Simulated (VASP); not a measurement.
A run of VASP 6.6.1 is set up as follows.

INCAR

```
PREC = Accurate
ENCUT = 520
EDIFF = 1E-7
ISMEAR = 0
SIGMA = 0.15
LREAL = False
LASPH = True
NELM = 60
ALGO = Normal
ISIF = 2
LWAVE = False
LCHARG = False
GGA = PS
NBANDS = 16
```

Contents of KPOINTS:

```
regular mesh
0
Gamma
  15 15 12
```

File POSCAR:

```
ZrB2
1.0
    3.2495000000      0.0000000000      0.0000000000
   -1.6247500000      2.8141495496      0.0000000000
    0.0000000000      0.0000000000      3.4483000000
Zr B
1 2
Direct
    0.0000000000      0.0000000000      0.0000000000
    0.3333333333      0.6666666667      0.5000000000
    0.6666666667      0.3333333333      0.5000000000
```

Potentials or basis: VASP PAW PBE potentials, release 64 (Zr_sv, B).

Launch:

```console
$ cat potpaw_PBE.64/Zr_sv/POTCAR potpaw_PBE.64/B/POTCAR > POTCAR
$ mpirun -np 1 vasp_std > vasp.out
```

Question: Estimate the pressure.

Answer: -9.9 GPa.

Question: Estimate the band gap on the k mesh.

Answer: Zero (bands 9 and 10 overlap by 0.71 eV).

Stress tensor (GPa, compression positive):
```
-15.05   0.00   0.00
  0.00 -15.05   0.00
  0.00   0.00   0.29
```

Caveat: the cell stands under tension; the PAW data sets were made with another functional, which shifts forces and pressure a little.
